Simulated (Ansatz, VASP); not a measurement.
## PbS: VASP beside Ansatz

POSCAR

```
PbS
1.0
    0.0000000000      2.9705683215      2.9705683215
    2.9705683215      0.0000000000      2.9705683215
    2.9705683215      2.9705683215      0.0000000000
Pb S
1 1
Direct
    0.0000000000      0.0000000000      0.0000000000
    0.5000000000      0.5000000000      0.5000000000
```

INCAR.step1

```
  ALGO = Normal
  EDIFF = 1E-4
  ENCUT = 520
  GGA = PE
  ISMEAR = 0
  LASPH = T
  LCHARG = F
  LREAL = F
  LWAVE = T
  NBANDS = 17
  NELM = 60
  PREC = Accurate
  SIGMA = 0.01
```

File INCAR.step2:

```
  ALGO = Normal
  EDIFF = 1E-7
  ENCUT = 520
  ISIF = 2
  ISMEAR = 0
  ISTART = 1
  LASPH = T
  LCHARG = T
  LELF = T
  LMIXTAU = T
  LREAL = F
  LVHAR = T
  LWAVE = F
  METAGGA = R2SCAN
  NBANDS = 17
  NELM = 60
  PREC = Accurate
  SIGMA = 0.01
```

KPOINTS

```
k-points
0
Gamma
  8 8 8
```

Input for Ansatz:

```yaml
crystal:
  lattice:
    - [0.0, 2.9705683215, 2.9705683215]
    - [2.9705683215, 0.0, 2.9705683215]
    - [2.9705683215, 2.9705683215, 0.0]
  atoms:
    - { symbol: Pb, position: [0.0, 0.0, 0.0] }
    - { symbol: S, position: [0.5, 0.5, 0.5] }
kpoints:
  mp_grid: { grid: [8, 8, 8] }
  band_path:
    path:
      - [0.0, 0.0, 0.0]
      - [0.5, 0.0, 0.5]
      - [0.625, 0.25, 0.625]
      - [0.375, 0.375, 0.75]
      - [0.5, 0.5, 0.5]
      - [0.5, 0.25, 0.75]
      - [0.0, 0.0, 0.5]
    npoints: 1
hamiltonian:
  xc: r2scan
scf:
  occupations: { method: fixed }
  n_extra_bands: 4
output:
  forces: true
  stress: true
  eigenvalues: true
```

Alike in both runs: task single point; functional r2SCAN; k mesh 8 × 8 × 8; no spin polarisation.

|  | VASP | Ansatz |
| --- | --- | --- |
| version | VASP 6.6.1 | Ansatz 0.2.0 |
| potentials or method | VASP PAW PBE potentials, release 64 (Pb_d, S) | plane waves, PAW |
| plane-wave cutoff (eV) | 520 | 500 |
| occupations | gaussian, width 0.01 eV | fixed |
| valence electrons in the cell | 20 | 20 |

Ansatz gave:

| Quantity | Value |
| --- | --- |
| gap on the k mesh at the Fermi level (eV) | 0.63 |
| pressure (GPa) | 1.0 |

Which values does VASP return?

gap on the k mesh at the Fermi level (eV): 0.64; pressure (GPa): 1.0.

VASP's potentials were made for PBE, not for r2SCAN.

Spin-orbit coupling is off throughout.
